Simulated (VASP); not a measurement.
# O (Fd-3m) in VASP: notebook

Runs on O. Level: PBEsol. Tasks: single point.

Everything below comes from runs of VASP 6.6.1. Logs are shortened: lines on timing, memory, paths and dates and some standing lists are left out, and cuts for length are marked.

### 1 The cell of the first run

It takes space group Fd-3m (No. 227, cubic). Conventional cell: a = 3.660 Å, b = 3.660 Å, c = 3.660 Å, α = 90.00°, β = 90.00°, γ = 90.00°. Within 2.1 Å of O (site symmetry -43m) lie 4 O at 1.58 Å.

### 2 Single point, PBEsol (volume scaled by 0.6)

INCAR

```
PREC = Accurate
ENCUT = 520
EDIFF = 1E-6
ISMEAR = -1
SIGMA = 0.08
LREAL = F
LASPH = T
NELM = 60
ALGO = Normal
ISIF = 2
LWAVE = F
LCHARG = F
GGA = PS
NBANDS = 13
```

KPOINTS

```
Automatic mesh
0
Gamma
  14 14 14
```

POSCAR

```
O
1.0
    0.0000000000      1.8299106972      1.8299106972
    1.8299106972      0.0000000000      1.8299106972
    1.8299106972      1.8299106972      0.0000000000
O
2
Direct
   -0.1250000000     -0.1250000000     -0.1250000000
    0.1250000000      0.1250000000      0.1250000000
```

Potentials or basis: VASP PAW PBE potentials, release 64 (O).

Run with:

```console
cat potpaw_PBE.64/O/POTCAR > POTCAR
mpirun -np 1 vasp_std > vasp.out
```

OUTCAR:

```text
PREC = Accurate
   ENCUT = 520
   EDIFF = 1E-6
   ISMEAR = -1
   LREAL = F
   LASPH = T
   NELM = 60
   ISIF = 2
   GGA = PS

 ion  position               nearest neighbor table
   1  0.875  0.875  0.875-   2 1.58   2 1.58   2 1.58   2 1.58
   2  0.125  0.125  0.125-   1 1.58   1 1.58   1 1.58   1 1.58

  LATTYP: Found a face centered cubic cell.
 ALAT       =     3.6598213944

  Lattice vectors:

 A1 = (   0.0000000000,   1.8299106972,   1.8299106972)
 A2 = (   1.8299106972,   0.0000000000,   1.8299106972)
 A3 = (   1.8299106972,   1.8299106972,   0.0000000000)

Analysis of symmetry for initial positions (statically):
=====================================================================
 Subroutine PRICEL returns:
 Original cell was already a primitive cell.

 Routine SETGRP: Setting up the symmetry group for a
 face centered cubic supercell.

 Subroutine GETGRP returns: Found 48 space group operations
 (whereof 12 operations were pure point group operations)
 out of a pool of 48 trial point group operations.

The static configuration has the point symmetry D_3d.
 The point group associated with its full space group is O_h .

Analysis of symmetry for dynamics (positions and initial velocities):
=====================================================================
 Subroutine PRICEL returns:
 Original cell was already a primitive cell.

 Routine SETGRP: Setting up the symmetry group for a
 face centered cubic supercell.

 Subroutine GETGRP returns: Found 48 space group operations
 (whereof 12 operations were pure point group operations)
 out of a pool of 48 trial point group operations.

The dynamic configuration has the point symmetry D_3d.
 The point group associated with its full space group is O_h .

 Subroutine INISYM returns: Found 48 space group operations
 (whereof 12 operations are pure point group operations),
 and found     1 'primitive' translations

----------------------------------------------------------------------------------------

                                     Primitive cell

  volume of cell :      12.2552

  direct lattice vectors                    reciprocal lattice vectors
     0.000000000  1.829910697  1.829910697    -0.273237378  0.273237378  0.273237378
     1.829910697  0.000000000  1.829910697     0.273237378 -0.273237378  0.273237378
     1.829910697  1.829910697  0.000000000     0.273237378  0.273237378 -0.273237378

  length of vectors
     2.587884526  2.587884526  2.587884526     0.473261020  0.473261020  0.473261020

  position of ions in fractional coordinates (direct lattice)
     0.875000000  0.875000000  0.875000000
     0.125000000  0.125000000  0.125000000

  ion indices of the primitive-cell ions
   primitive index   ion index
                 1           1
                 2           2

----------------------------------------------------------------------------------------

 KPOINTS: Automatic mesh

Automatic generation of k-mesh.
 Grid dimensions read from file:
 generate k-points for:   14   14   14

 Generating k-lattice:

  Cartesian coordinates                     Fractional coordinates (reciprocal lattice)
    -0.019516956  0.019516956  0.019516956     0.071428571  0.000000000  0.000000000
     0.019516956 -0.019516956  0.019516956     0.000000000  0.071428571  0.000000000
     0.019516956  0.019516956 -0.019516956     0.000000000  0.000000000  0.071428571

  Length of vectors
     0.033804359  0.033804359  0.033804359

  Shift w.r.t. Gamma in fractional coordinates (k-lattice)
     0.000000000  0.000000000  0.000000000

 Subroutine IBZKPT returns following result:
 ===========================================

 Found    104 irreducible k-points:

 Following reciprocal coordinates:
            Coordinates               Weight
  0.000000  0.000000  0.000000      1.000000
  0.071429  0.000000  0.000000      8.000000
  0.142857  0.000000  0.000000      8.000000
  0.214286  0.000000  0.000000      8.000000
  0.285714  0.000000  0.000000      8.000000
  0.357143  0.000000  0.000000      8.000000
[... 16 lines left out ...]
  0.214286  0.142857  0.000000     24.000000
  0.285714  0.142857  0.000000     24.000000
 [... further k-points ...]
   k-points           NKPTS =    104   k-points in BZ     NKDIM =    104   number of bands    NBANDS=     13
   number of dos      NEDOS =    301   number of ions     NIONS =      2
   total plane-waves  NPLWV =   8000
   dimension x,y,z NGX =    20 NGY =   20 NGZ =   20
   dimension x,y,z NGXF=    40 NGYF=   40 NGZF=   40
   ions per type =               2
   NGX,Y,Z   is equivalent  to a cutoff of  12.85, 12.85, 12.85 a.u.
   NGXF,Y,Z  is equivalent  to a cutoff of  25.70, 25.70, 25.70 a.u.
 SYSTEM =  unknown system
   PREC   = accura    normal or accurate (medium, high low for compatibility)
   ISTART =      0    job   : 0-new  1-cont  2-samecut
   ICHARG =      2    charge: 1-file 2-atom 10-const
   ISPIN  =      1    spin polarized calculation?
   LNONCOLLINEAR =      F non collinear calculations
   LSORBIT =      F    spin-orbit coupling
   LASPH  =      T    aspherical Exc in radial PAW
   ENCUT  =  520.0 eV  38.22 Ry    6.18 a.u.   4.81  4.81  4.81*2*pi/ulx,y,z
   NELM   =     60;   NELMIN=  2; NELMDL= -5     # of ELM steps
   EDIFF  = 0.1E-05   stopping-criterion for ELM
   LREAL  =      F    real-space projection
   EDIFFG = 0.1E-04   stopping-criterion for IOM
   NSW    =      0    number of steps for IOM
   IBRION =     -1    ionic relax: 0-MD 1-quasi-New 2-CG
   NFREE  =      0    steps in history (QN), initial steepest desc. (CG)
   ISIF   =      2    stress and relaxation
   ISYM   =      2    0-nonsym 1-usesym 2-fastsym
   POTIM  = 0.5000    time-step for ionic-motion
   TEBEG  =    0.0;   TEEND  =   0.0 temperature during run
   PSTRESS=    0.0 pullay stress
   NELECT =      12.0000    total number of electrons
   NUPDOWN=      -1.0000    fix difference up-down
   EMIN   =  10.00;   EMAX   =-10.00  energy-range for DOS
   EFERMI =   0.00;   METHOD = LEGACY
   ISMEAR =    -1;   SIGMA  =   0.08  broadening in eV -4-tet -1-fermi 0-gaus
   EFERMI_NEDOS =   21; number of points for ismear=-14 and -15
   IALGO  =     38    algorithm
   IMIX   =      4    mixing-type and parameters
     AMIX     =   0.40;   BMIX     =  1.00
     AMIX_MAG =   1.60;   BMIX_MAG =  1.00
  volume/ion in A,a.u.               =       6.13        41.35
  Fermi-wavevector in a.u.,A,eV,Ry     =   1.625656  3.072045 35.956903  2.642758
  Thomas-Fermi vector in A             =   2.718744
   LORBIT       =      0    0 simple, 1 ext, 2 COOP (PROOUT), +10 PAW based schemes
   GGA     = PS    functional components
   LHFCALC =     F    Hartree Fock is set to
   AEXX    =    0.0000 exact exchange contribution
   IVDW    =     0    specifies the selected vdW correction
   LEPSILON=     F    determine dielectric tensor
   LRPA    =     F    only Hartree local field effects (RPA)
 non-spin polarized calculation
  energy-cutoff  :      520.00
  volume of cell :       12.26
 maximum number of plane-waves:       342
   NGX =  9   NGY =  9   NGZ =  9

 number of electron      11.9999994 magnetization

 Free energy of the ion-electron system (eV)
  ---------------------------------------------------
  ext. energy  EPLUGINS =         0.00000000
  ---------------------------------------------------
  free energy    TOTEN  =        -3.50816124 eV

  energy without entropy =       -3.48080593  energy(sigma->0) =       -3.49448358

 E-fermi :   8.4240     XC(G=0): -13.3800

 val. band max:        8.4107826681   @ k =  -0.2857   0.1429   0.0000
 cond. band min:       8.4653328461   @ k =  -0.3571   0.0714   0.0000
 fundamental gap:      0.0545501780
 Fermi energy:         8.4240094601

 k-point     1 :       0.0000    0.0000    0.0000
  band No.  band energies     occupation
      1     -20.6481      2.00000
      2      -2.0189      2.00000
      3       1.2235      2.00000
      4       1.2235      2.00000
      5       1.2235      2.00000
      6       6.4816      2.00000
      7       6.4816      2.00000
      8       6.4816      2.00000
      9      19.6113      0.00000
     10      35.1540      0.00000
     11      35.1540      0.00000
     12      35.1558      0.00000
     13      35.2949      0.00000

 k-point     2 :       0.0714    0.0000    0.0000
  band No.  band energies     occupation
      1     -20.5342      2.00000
      2      -2.7324      2.00000
      3       1.0928      2.00000
      4       1.0928      2.00000
      5       1.5422      2.00000
      6       6.6429      2.00000
      7       6.6429      2.00000
      8       6.6838      2.00000
      9      19.8492      0.00000
     10      33.3051      0.00000
     11      33.3051      0.00000
     12      34.1806      0.00000
     13      37.5919      0.00000

 k-point     3 :       0.1429    0.0000    0.0000
  band No.  band energies     occupation
      1     -20.1967      2.00000
      2      -4.2563      2.00000
      3       0.7641      2.00000
      4       0.7641      2.00000
      5       1.9065      2.00000
      6       7.0519      2.00000
      7       7.0519      2.00000
      8       7.3269      2.00000
      9      20.4603      0.00000
     10      31.8825      0.00000
     11      31.8825      0.00000
     12      32.4747      0.00000
     13      40.3409      0.00000
[... 305 lines left out ...]
 k-point    23 :       0.2143    0.1429    0.0000
  band No.  band energies     occupation
      1     -19.6363      2.00000
      2      -5.7393      2.00000
      3      -0.4064      2.00000
      4      -0.3577      2.00000
      5       3.6942      2.00000
      6       5.9329      2.00000
      7       8.4037      1.12640
      8       8.5109      0.50478
      9      21.3345      0.00000
     10      26.5647      0.00000
     11      34.7884      0.00000
     12      35.5962      0.00000
     13      38.9356      0.00000

 k-point    24 :       0.2857    0.1429    0.0000
  band No.  band energies     occupation
      1     -19.0308      2.00000
      2      -7.2048      2.00000
      3      -0.9975      2.00000
      4      -0.7317      2.00000
      5       3.8217      2.00000
      6       6.4124      2.00000
      7       8.8971      0.00539
      8       9.3065      0.00003
      9      21.9241      0.00000
     10      25.7311      0.00000
     11      33.7538      0.00000
     12      34.3760      0.00000
     13      41.6274      0.00000

 [... further k-points ...]
[... 5 lines left out ...]
  --------------------------------------------------------------------------------------
  -------------------------------------------------------------------------------------
  Total       14.9119675     14.9119675     14.9119675     -0.0000000      0.0000000      0.0000000
  in kB     1949.5117061   1949.5117061   1949.5117061     -0.0000000      0.0000000      0.0000000
  external PRESSURE =    1949.5117061 kB  Pullay stress =       0.0000000 kB

 VOLUME and BASIS-vectors are now :
 -----------------------------------------------------------------------------
  energy-cutoff  :      520.00
  volume of cell :       12.26
      direct lattice vectors                 reciprocal lattice vectors
     0.000000000  1.829910697  1.829910697    -0.273237378  0.273237378  0.273237378
     1.829910697  0.000000000  1.829910697     0.273237378 -0.273237378  0.273237378
     1.829910697  1.829910697  0.000000000     0.273237378  0.273237378 -0.273237378

 POSITION                                       TOTAL-FORCE (eV/Angst)
 -----------------------------------------------------------------------------------
      3.20234      3.20234      3.20234         0.000000      0.000000      0.000000
      0.45748      0.45748      0.45748        -0.000000     -0.000000     -0.000000
 -----------------------------------------------------------------------------------
    total drift:                                0.000000      0.000000     -0.000000

  FREE ENERGIE OF THE ION-ELECTRON SYSTEM (eV)
  ---------------------------------------------------
  free  energy   TOTEN  =        -3.5081612420 eV

  energy  without entropy=       -3.4808059267  energy(sigma->0) =       -3.49448358
```

Wall time 8.3 s (1 thread of Intel Xeon Platinum 8375C at 2.90GHz (Ice Lake), shared host); peak memory 0.12 GiB.

Results:

```yaml
Free_energy: -3.5082 eV
Pressure: 195.0 GPa
Band_gap_on_the_k_mesh: zero (band 6 reaches 9.08 eV, above the bottom of band 7 at 6.48 eV)
```

Caveat: the PAW data sets were made with another functional, which shifts forces and pressure a little.

### 3 Single point, PBEsol (volume scaled by 0.84)

INCAR

```
SYSTEM = O
  PREC = Accurate
  ENCUT = 520
  EDIFF = 1E-6
  ISMEAR = -1
  SIGMA = 0.08
  LREAL = .False.
  LASPH = .True.
  NELM = 60
  ALGO = Normal
  ISIF = 2
  LWAVE = .False.
  LCHARG = .True.
  GGA = PS
  LELF = .True.
  LVHAR = .True.
  NBANDS = 13
```

KPOINTS

```
regular mesh
0
Gamma
  14 14 14
  0 0 0
```

POSCAR

```
O
1.0
    0.0000000000      2.0471008620      2.0471008620
    2.0471008620      0.0000000000      2.0471008620
    2.0471008620      2.0471008620      0.0000000000
O
2
Direct
   -0.1250000000     -0.1250000000     -0.1250000000
    0.1250000000      0.1250000000      0.1250000000
```

Potentials or basis: VASP PAW PBE potentials, release 64 (O).

Run with:

```console
cat potpaw_PBE.64/O/POTCAR > POTCAR
mpirun -np 1 vasp_std > vasp.out
```

Run time: 9.4 s. Hardware: 1 thread of Intel Xeon Platinum 8375C at 2.90GHz (Ice Lake), shared host; peak memory 0.14 GiB.

It converged, with:

| Item | Value |
| --- | --- |
| Free energy | -6.4716 eV |
| Pressure | 33.8 GPa |
| Band gap on the k mesh | zero (band 6 reaches 3.48 eV, above the bottom of band 7 at 2.03 eV) |

Levels at points of the mesh, in eV from the Fermi level:
```
           k point  band 2  band 3  band 4  band 5  band 6  band 7  band 8  band 9  band 10  band 11
(0.00, 0.00, 0.00)  -12.58   -4.91   -4.91   -4.91   -1.02   -1.02   -1.02   10.11    24.67    24.67
(0.50, 0.00, 0.00)  -16.98   -6.14   -6.14   -6.07    0.43    0.43    1.78   13.70    16.57    20.80
(0.50, 0.50, 0.00)  -19.29   -7.57   -7.57   -2.66   -2.66    2.29    2.29   13.44    13.44    25.21
```

Caveat: the PAW data sets were made with another functional, which shifts forces and pressure a little.

(Part 1 of 2 ends here.)
